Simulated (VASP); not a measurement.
# TcN2 (Fm-3m) in VASP: notebook

Aim: see how the results for TcN2 move with the level of theory and the settings. Levels: BLYP, PBEsol, revPBE. Tasks: single point.

Program: VASP 6.6.1. These are calculated values, not measurements. Logs are shortened: lines on timing, memory, paths and dates and some standing lists are left out, and cuts for length are marked.

## (1) The cell of the first run

It takes space group Fm-3m (No. 225, cubic). Conventional cell: a = 4.889 Å, b = 4.889 Å, c = 4.889 Å, α = 90.00°, β = 90.00°, γ = 90.00°. Tc (site symmetry m-3m) has 8 N at 2.12 Å within 2.8 Å. N (site symmetry -43m) has 4 Tc at 2.12 Å and 6 N at 2.44 Å within 2.8 Å.

## (2) Single point, BLYP

Contents of INCAR:

```
AGGAC = 1.0 ; AGGAX = 1.0
ALDAC = 0.0 ; ALDAX = 1.0
ALGO = Normal ; EDIFF = 1E-6
ENCUT = 520 ; GGA = B5
ISIF = 2 ; ISMEAR = 1
LASPH = True ; LCHARG = False
LREAL = False ; LWAVE = False
NBANDS = 18 ; NELM = 80
PREC = Accurate ; SIGMA = 0.1
```

Contents of KPOINTS:

```
k-points
0
Gamma
  10 10 10
```

Contents of POSCAR:

```
TcN2
1.0
    0.0000000000      2.4445490000      2.4445490000
    2.4445490000      0.0000000000      2.4445490000
    2.4445490000      2.4445490000      0.0000000000
Tc N
1 2
Direct
    0.0000000000      0.0000000000      0.0000000000
    0.7500000000      0.7500000000      0.7500000000
    0.2500000000      0.2500000000      0.2500000000
```

Potentials or basis: VASP PAW PBE potentials, release 64 (Tc_pv, N).

Command:

```bash
cat potpaw_PBE.64/Tc_pv/POTCAR potpaw_PBE.64/N/POTCAR > POTCAR
mpirun -np 1 vasp_std > vasp.out
```

OUTCAR:

```text
EDIFF = 1E-6
   ENCUT = 520
   GGA = B5
   ISIF = 2
   ISMEAR = 1
   LASPH = True
   LREAL = False
   NELM = 80
   PREC = Accurate

 ion  position               nearest neighbor table
   1  0.000  0.000  0.000-   2 2.12   2 2.12   2 2.12   3 2.12   3 2.12   3 2.12   3 2.12   2 2.12

   2  0.750  0.750  0.750-   1 2.12   1 2.12   1 2.12   1 2.12
   3  0.250  0.250  0.250-   1 2.12   1 2.12   1 2.12   1 2.12

  LATTYP: Found a face centered cubic cell.
 ALAT       =     4.8890980000

  Lattice vectors:

 A1 = (   0.0000000000,   2.4445490000,   2.4445490000)
 A2 = (   2.4445490000,   0.0000000000,   2.4445490000)
 A3 = (   2.4445490000,   2.4445490000,   0.0000000000)

Analysis of symmetry for initial positions (statically):
=====================================================================
 Subroutine PRICEL returns:
 Original cell was already a primitive cell.

 Routine SETGRP: Setting up the symmetry group for a
 face centered cubic supercell.

 Subroutine GETGRP returns: Found 48 space group operations
 (whereof 48 operations were pure point group operations)
 out of a pool of 48 trial point group operations.

The static configuration has the point symmetry O_h .

Analysis of symmetry for dynamics (positions and initial velocities):
=====================================================================
 Subroutine PRICEL returns:
 Original cell was already a primitive cell.

 Routine SETGRP: Setting up the symmetry group for a
 face centered cubic supercell.

 Subroutine GETGRP returns: Found 48 space group operations
 (whereof 48 operations were pure point group operations)
 out of a pool of 48 trial point group operations.

The dynamic configuration has the point symmetry O_h .

 Subroutine INISYM returns: Found 48 space group operations
 (whereof 48 operations are pure point group operations),
 and found     1 'primitive' translations

----------------------------------------------------------------------------------------

                                     Primitive cell

  volume of cell :      29.2164

  direct lattice vectors                    reciprocal lattice vectors
     0.000000000  2.444549000  2.444549000    -0.204536706  0.204536706  0.204536706
[... 79 lines left out ...]
   PREC   = accura    normal or accurate (medium, high low for compatibility)
   ISTART =      0    job   : 0-new  1-cont  2-samecut
   ICHARG =      2    charge: 1-file 2-atom 10-const
   ISPIN  =      1    spin polarized calculation?
   LNONCOLLINEAR =      F non collinear calculations
   LSORBIT =      F    spin-orbit coupling
   LASPH  =      T    aspherical Exc in radial PAW
   ENCUT  =  520.0 eV  38.22 Ry    6.18 a.u.   6.43  6.43  6.43*2*pi/ulx,y,z
   NELM   =     80;   NELMIN=  2; NELMDL= -5     # of ELM steps
   EDIFF  = 0.1E-05   stopping-criterion for ELM
   LREAL  =      F    real-space projection
   EDIFFG = 0.1E-04   stopping-criterion for IOM
   NSW    =      0    number of steps for IOM
   IBRION =     -1    ionic relax: 0-MD 1-quasi-New 2-CG
   NFREE  =      0    steps in history (QN), initial steepest desc. (CG)
   ISIF   =      2    stress and relaxation
   ISYM   =      2    0-nonsym 1-usesym 2-fastsym
   POTIM  = 0.5000    time-step for ionic-motion
   TEBEG  =    0.0;   TEEND  =   0.0 temperature during run
   PSTRESS=    0.0 pullay stress
   NELECT =      23.0000    total number of electrons
   NUPDOWN=      -1.0000    fix difference up-down
   EMIN   =  10.00;   EMAX   =-10.00  energy-range for DOS
   EFERMI =   0.00;   METHOD = LEGACY
   ISMEAR =     1;   SIGMA  =   0.10  broadening in eV -4-tet -1-fermi 0-gaus
   EFERMI_NEDOS =   21; number of points for ismear=-14 and -15
   IALGO  =     38    algorithm
   IMIX   =      4    mixing-type and parameters
     AMIX     =   0.40;   BMIX     =  1.00
     AMIX_MAG =   1.60;   BMIX_MAG =  1.00
  volume/ion in A,a.u.               =       9.74        65.72
  Fermi-wavevector in a.u.,A,eV,Ry     =   1.511618  2.856544 31.089159  2.284989
  Thomas-Fermi vector in A             =   2.621651
   LORBIT       =      0    0 simple, 1 ext, 2 COOP (PROOUT), +10 PAW based schemes
   GGA     = B5    functional components
   LHFCALC =     F    Hartree Fock is set to
   AEXX    =    0.0000 exact exchange contribution
   IVDW    =     0    specifies the selected vdW correction
   LEPSILON=     F    determine dielectric tensor
   LRPA    =     F    only Hartree local field effects (RPA)
 non-spin polarized calculation
 Methfessel and Paxton  Order N= 1 SIGMA  =   0.10
  energy-cutoff  :      520.00
  volume of cell :       29.22
 maximum number of plane-waves:       801
 NGX is ok and might be reduce to    28
   NGX = 13   NGY = 13   NGZ = 13

 number of electron      23.0000001 magnetization

 Free energy of the ion-electron system (eV)
  ---------------------------------------------------
  ext. energy  EPLUGINS =         0.00000000
  ---------------------------------------------------
  free energy    TOTEN  =       -22.53989702 eV

  energy without entropy =      -22.53630763  energy(sigma->0) =      -22.53870056

 E-fermi :   9.2723     XC(G=0): -12.1319

 val. band max:        9.2591172449   @ k =  -0.3000   0.5000   0.2000
 cond. band min:       9.2753001903   @ k =  -0.1000   0.1000   0.0000
 fundamental gap:      0.0161829454
 Fermi energy:         9.2722879713

 k-point     1 :       0.0000    0.0000    0.0000
  band No.  band energies     occupation
      1     -30.2552      2.00000
      2     -30.2552      2.00000
      3     -30.2552      2.00000
      4      -7.5054      2.00000
      5      -1.8512      2.00000
      6       2.3954      2.00000
[... 481 lines left out ...]
      5      -4.2836      2.00000
      6       2.8699      2.00000
[... 10 lines left out ...]
     17      20.1453      0.00000
     18      23.5730      0.00000

 [... further k-points ...]
[... 5 lines left out ...]
  --------------------------------------------------------------------------------------
  -------------------------------------------------------------------------------------
  Total        1.2487354      1.2487354      1.2487354      0.0000000     -0.0000000     -0.0000000
  in kB       68.4785818     68.4785818     68.4785818      0.0000000     -0.0000000     -0.0000000
  external PRESSURE =      68.4785818 kB  Pullay stress =       0.0000000 kB

 VOLUME and BASIS-vectors are now :
 -----------------------------------------------------------------------------
  energy-cutoff  :      520.00
  volume of cell :       29.22
      direct lattice vectors                 reciprocal lattice vectors
     0.000000000  2.444549000  2.444549000    -0.204536706  0.204536706  0.204536706
     2.444549000  0.000000000  2.444549000     0.204536706 -0.204536706  0.204536706
     2.444549000  2.444549000  0.000000000     0.204536706  0.204536706 -0.204536706

 POSITION                                       TOTAL-FORCE (eV/Angst)
 -----------------------------------------------------------------------------------
      0.00000      0.00000      0.00000        -0.000000     -0.000000     -0.000000
      3.66682      3.66682      3.66682         0.000000      0.000000      0.000000
      1.22227      1.22227      1.22227        -0.000000     -0.000000     -0.000000
 -----------------------------------------------------------------------------------
    total drift:                               -0.000000     -0.000000      0.000000

  FREE ENERGIE OF THE ION-ELECTRON SYSTEM (eV)
  ---------------------------------------------------
  free  energy   TOTEN  =       -22.5398970199 eV

  energy  without entropy=      -22.5363076302  energy(sigma->0) =      -22.53870056
```

stdout:

```text
POSCAR found type information on POSCAR TcN
 POSCAR found :  2 types and       3 ions
 scaLAPACK will be used
 -----------------------------------------------------------------------------
|                                                                             |
|                                                                             |
|     You enforced a specific xc type in the INCAR file but a different       |
|     I HOPE YOU KNOW WHAT YOU ARE DOING!                                     |
|                                                                             |
 -----------------------------------------------------------------------------

 LDA part: xc-table for (Slater(with rela. corr.)+VWN5), standard interpolation
 POSCAR, INCAR and KPOINTS ok, starting setup
 FFT: planning ... GRIDC
 FFT: planning ... GRID_SOFT
 FFT: planning ... GRID
 WAVECAR not read
 entering main loop
```

Run time: 30 s. Hardware: 1 thread of Intel Xeon Platinum 8488C (Sapphire Rapids), shared host; peak memory 0.17 GiB.

What came out:

| Property | Result |
| --- | --- |
| Free energy | -22.5399 eV |
| Pressure | 6.8 GPa |

Levels at points of the mesh, in eV from the Fermi level:
```
           k point  band 9  band 10  band 11  band 12  band 13  band 14  band 15  band 16
(0.00, 0.00, 0.00)   -1.09    -1.09     0.21     0.21     0.21     6.09     6.09     6.09
(0.50, 0.00, 0.00)   -2.40    -1.77    -1.77    -0.61    -0.61     2.54     5.57     5.57
(0.50, 0.50, 0.00)   -2.86    -2.86    -0.20     0.36     1.26     2.71     4.66     4.66
```

Caveat: the PAW data sets were made with another functional, which shifts forces and pressure a little.

## (3) Single point, PBEsol

Contents of INCAR:

```
SYSTEM = TcN2
PREC = Accurate
ENCUT = 520
EDIFF = 1E-6
ISMEAR = 1
SIGMA = 0.1
LREAL = .False.
LASPH = .True.
NELM = 100
ALGO = Normal
ISIF = 2
LWAVE = .False.
LCHARG = .False.
GGA = PS
NBANDS = 18
```

Contents of KPOINTS:

```
Automatic mesh
0
Gamma
  10 10 10
  0 0 0
```

POSCAR is that of step 2.

Potentials or basis: VASP PAW PBE potentials, release 64 (Tc_pv, N).

Command:

```bash
cat potpaw_PBE.64/Tc_pv/POTCAR potpaw_PBE.64/N/POTCAR > POTCAR
mpirun -np 1 vasp_std > vasp.out
```

It took 20 s on 1 thread of Intel Xeon Platinum 8488C (Sapphire Rapids), shared host; peak memory 0.17 GiB.

It converged, with:

| Quantity | Value |
| --- | --- |
| Free energy | -26.4965 eV |
| Pressure | -14.7 GPa |

Levels at points of the mesh, in eV from the Fermi level:
```
           k point  band 10  band 11  band 12  band 13  band 14  band 15
(0.00, 0.00, 0.00)    -1.13     0.23     0.23     0.23     6.18     6.18
(0.50, 0.00, 0.00)    -1.85    -1.85    -0.63    -0.63     2.58     5.66
(0.50, 0.50, 0.00)    -2.89    -0.19     0.30     1.33     2.75     4.73
```

Caveat: the PAW data sets were made with another functional, which shifts forces and pressure a little.

(Part 1 of 2 ends here.)
